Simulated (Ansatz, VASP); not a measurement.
**BN in VASP and in Ansatz**

File POSCAR:

```
BN
1.0
    0.0000000000      1.7867772104      1.7867772104
    1.7867772104      0.0000000000      1.7867772104
    1.7867772104      1.7867772104      0.0000000000
B N
1 1
Direct
    0.0000000000      0.0000000000      0.0000000000
    0.2500000000      0.2500000000      0.2500000000
```

File INCAR.step1:

```
SYSTEM = BN
ALGO = Normal
EDIFF = 1E-4
ENCUT = 520
GGA = PE
ISMEAR = 0
LASPH = .TRUE.
LCHARG = .FALSE.
LREAL = .FALSE.
LWAVE = .TRUE.
NBANDS = 11
NELM = 100
PREC = Accurate
SIGMA = 0.01
```

Contents of INCAR.step2:

```
SYSTEM = BN
ALGO = Normal
EDIFF = 1E-6
ENCUT = 520
ISIF = 2
ISMEAR = 0
ISTART = 1
LASPH = .TRUE.
LCHARG = .FALSE.
LMIXTAU = .TRUE.
LREAL = .FALSE.
LWAVE = .FALSE.
METAGGA = R2SCAN
NBANDS = 11
NELM = 100
PREC = Accurate
SIGMA = 0.01
```

File KPOINTS:

```
k-points
0
G
  12 12 12
  0 0 0
```

Input for Ansatz:

```yaml
crystal:
  lattice:
    - [0.0, 1.7867772104, 1.7867772104]
    - [1.7867772104, 0.0, 1.7867772104]
    - [1.7867772104, 1.7867772104, 0.0]
  atoms:
    - { symbol: B, position: [0.0, 0.0, 0.0] }
    - { symbol: "N", position: [0.25, 0.25, 0.25] }
kpoints:
  mp_grid: { grid: [12, 12, 12] }
  band_path:
    path:
      - [0.0, 0.0, 0.0]
      - [-0.5, -0.5, 0.0]
      - [-0.375, -0.375, 0.25]
      - [-0.375, 0.0, 0.375]
      - [0.0, 0.0, 0.5]
      - [-0.5, -0.25, 0.25]
      - [0.0, 0.5, 0.5]
    npoints: 1
hamiltonian:
  xc: r2scan
scf:
  occupations: { method: fixed }
  n_extra_bands: 4
output:
  forces: true
  stress: true
  eigenvalues: true
```

Change from the starting cell: hydrostatic strain -1.0%.

Alike in both runs: task single point; functional r2SCAN; k mesh 12 × 12 × 12; no spin polarisation.

```csv
,VASP,Ansatz
version,VASP 6.6.1,Ansatz 0.2.0
potentials or method,"VASP PAW PBE potentials, release 64 (B, N)","plane waves, PAW"
plane-wave cutoff (eV),520,500
occupations,"gaussian, width 0.01 eV",fixed
valence electrons in the cell,8,8
```

```csv
,VASP,Ansatz,Ansatz less VASP
gap on the k mesh at the Fermi level (eV),5.02,5.04,+0.023
pressure (GPa),13.7,12.5,-1.24
```

VASP's potentials were made for PBE, not for r2SCAN.
